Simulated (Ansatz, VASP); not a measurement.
One calculation of SiC, two programs

The input INCAR:

```
SYSTEM = SiC
ALGO     = Normal         ! electronic algorithm
EDIFF    = 1E-6           ! SCF threshold, eV
ENCUT    = 520            ! plane-wave cutoff, eV
GGA      = PE             ! functional
ISIF     = 2              ! what is computed and relaxed
ISMEAR   = 0              ! smearing method
LASPH    = .TRUE.         ! aspherical terms in the spheres
LCHARG   = .FALSE.        ! write CHGCAR
LREAL    = .FALSE.        ! projectors in reciprocal space
LWAVE    = .FALSE.        ! write WAVECAR
NBANDS   = 11             ! bands
NELM     = 100            ! most SCF steps
PREC     = Accurate       ! precision mode
SIGMA    = 0.05           ! smearing width, eV
```

File KPOINTS:

```
k-points
0
G
  4 4 4
  0 0 0
```

Contents of POSCAR:

```
SiC
1.0
    0.0000000000      2.2352714132      2.0564497001
    2.2352714132      0.0000000000      2.0564497001
    2.2352714132      2.2352714132      0.0000000000
Si C
1 1
Direct
    0.0000000000      0.0000000000      0.0000000000
    0.7500000000      0.7500000000      0.7500000000
```

Input for Ansatz:

```yaml
crystal:
  lattice:
    - [0.0, 2.2352714132, 2.0564497001]
    - [2.2352714132, 0.0, 2.0564497001]
    - [2.2352714132, 2.2352714132, 0.0]
  atoms:
    - { symbol: Si, position: [0.0, 0.0, 0.0] }
    - { symbol: C, position: [0.75, 0.75, 0.75] }
basis:
  ecutwfc: 420
kpoints:
  mp_grid: { grid: [4, 4, 4] }
hamiltonian:
  xc: pbe
scf:
  occupations: { method: gaussian, width: 0.05 }
output:
  forces: true
  stress: true
  eigenvalues: true
```

Alike in both runs: task single point; functional PBE; k mesh 4 × 4 × 4; occupations gaussian, width 0.05 eV; no spin polarisation.

|  | VASP | Ansatz |
| --- | --- | --- |
| version | VASP 6.6.1 | Ansatz 0.2.0 |
| potentials or method | VASP PAW PBE potentials, release 64 (Si, C), cutoff 520 eV | scalar-relativistic, plane waves, PAW |
| valence electrons in the cell | 8 | 8 |

Ansatz gave:

```
gap on the k mesh at the Fermi level (eV)                     : 0.50
least direct gap on the mesh (eV)                             : 4.43
pressure (GPa)                                                : 4.6
traceless stress, the component that is largest in VASP (GPa) : 11.58
```

Q: Which values does VASP return?

A: gap on the k mesh at the Fermi level (eV): 0.50; least direct gap on the mesh (eV): 4.43; pressure (GPa): 4.6; traceless stress, the component that is largest in VASP (GPa): 11.60.

The k mesh is coarse, so the values compare programs but aren't converged.
